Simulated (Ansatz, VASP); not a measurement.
## Two plane-wave programs on W

POSCAR

```
W
1.0
   -1.5844839935      1.5844839935      1.5844839935
    1.5844839935     -1.5844839935      1.5844839935
    1.5844839935      1.5844839935     -1.5844839935
W
1
Direct
    0.0000000000      0.0000000000      0.0000000000
```

The input INCAR.step1:

```
PREC = Accurate ; ENCUT = 600
ISMEAR = -1 ; SIGMA = 0.15
LREAL = F ; LASPH = T
NELM = 80 ; GGA = PE
ALGO = Normal ; EDIFF = 1E-4
LWAVE = T ; LCHARG = F
```

INCAR.step2

```
PREC = Accurate ; ENCUT = 600
EDIFF = 1E-7 ; ISMEAR = -1
SIGMA = 0.15 ; LREAL = F
LASPH = T ; NELM = 80
ALGO = Normal ; ISIF = 3
LWAVE = F ; LCHARG = F
METAGGA = R2SCAN ; LMIXTAU = T
IBRION = 2 ; NSW = 80
EDIFFG = -0.001 ; ISTART = 1
```

File KPOINTS:

```
regular mesh
0
Gamma
  16 16 16
```

Input for Ansatz:

```yaml
crystal:
  lattice:
    - [-1.5844839935, 1.5844839935, 1.5844839935]
    - [1.5844839935, -1.5844839935, 1.5844839935]
    - [1.5844839935, 1.5844839935, -1.5844839935]
  atoms:
    - { symbol: W, position: [0.0, 0.0, 0.0] }
basis:
  ecutwfc: 500
kpoints:
  mp_grid: { grid: [16, 16, 16] }
hamiltonian:
  xc: r2scan
  pseudopotentials: { kind: paw, azcp: { folder: soft_1 } }
scf:
  occupations: { method: fermi_dirac, width: 0.15 }
output:
  forces: true
  stress: true
  eigenvalues: true
relax:
  adjacent_minimum: "off"
  f_tol: 0.001
  max_steps: 60
  cell: { stress_tol: 0.01 }
```

Alike in both runs: task relaxation of cell and atoms; functional r2SCAN; k mesh 16 × 16 × 16; occupations fermi-dirac, width 0.15 eV; no spin polarisation.

```csv
,VASP,Ansatz
version,VASP 6.6.1,Ansatz 0.2.0
potentials or method,"VASP PAW PBE potentials, release 64 (W_sv), cutoff 600 eV","scalar-relativistic, plane waves, PAW"
valence electrons in the cell,14,14
```

Ansatz gave:

| Item | Value |
| --- | --- |
| gap on the k mesh at the Fermi level, each at its own relaxed structure (eV) | none |
| relaxed volume (Å³/atom) | 15.91 |
| relaxed length of the cell vector where the two differ most in proportion (Å) | 2.744 |

Estimate VASP's values.

gap on the k mesh at the Fermi level, each at its own relaxed structure (eV): none; relaxed volume (Å³/atom): 15.97; relaxed length of the cell vector where the two differ most in proportion (Å): 2.748.

VASP's potentials were made for PBE, not for r2SCAN. A gap of «none» marks a metal or a gap that the smearing closes.

Spin-orbit coupling is off throughout.
